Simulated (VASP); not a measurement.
A run of VASP 6.6.1 is set up as follows.

File INCAR:

```
SYSTEM = TiAl3
PREC = Accurate ; ENCUT = 500
EDIFF = 1E-6 ; ISMEAR = 1
SIGMA = 0.1 ; LREAL = .FALSE.
LASPH = .TRUE. ; NELM = 120
ALGO = Normal ; ISIF = 2
LWAVE = .FALSE. ; LCHARG = .FALSE.
GGA = RE ; IVDW = 12
NBANDS = 18 ; GGA_COMPAT = .FALSE.
```

KPOINTS

```
regular mesh
0
G
  9 9 9
  0 0 0
```

The input POSCAR:

```
TiAl3
1.0
   -1.8844484578      1.8844484578      4.2169138418
    1.8844484578     -1.8844484578      4.2169138418
    1.8844484578      1.8844484578     -4.2169138418
Ti Al
1 3
Direct
    0.0000000000      0.0000000000      0.0000000000
    0.5000000000      0.5000000000      0.0000000000
    0.7500000000      0.2500000000      0.5000000000
    0.2500000000      0.7500000000      0.5000000000
```

Potentials or basis: VASP PAW PBE potentials, release 64 (Ti_sv, Al).

Launch:

```sh
$ cat potpaw_PBE.64/Ti_sv/POTCAR potpaw_PBE.64/Al/POTCAR > POTCAR
$ mpirun -np 1 vasp_std > vasp.out
```

Problem. Estimate the pressure.

Solution. -0.2 GPa.

Problem. What does it give for the band gap on the k mesh?

Solution. Zero (an odd number of electrons rules out a gap without spin polarisation).

Problem. What does it give for the dispersion energy per atom?

Solution. -0.840 eV.

Stress tensor (GPa, compression positive):
```
-0.14  0.00  0.00
 0.00 -0.14  0.00
 0.00  0.00 -0.29
```

Caveat: the PAW data sets were made with another functional, which shifts forces and pressure a little.
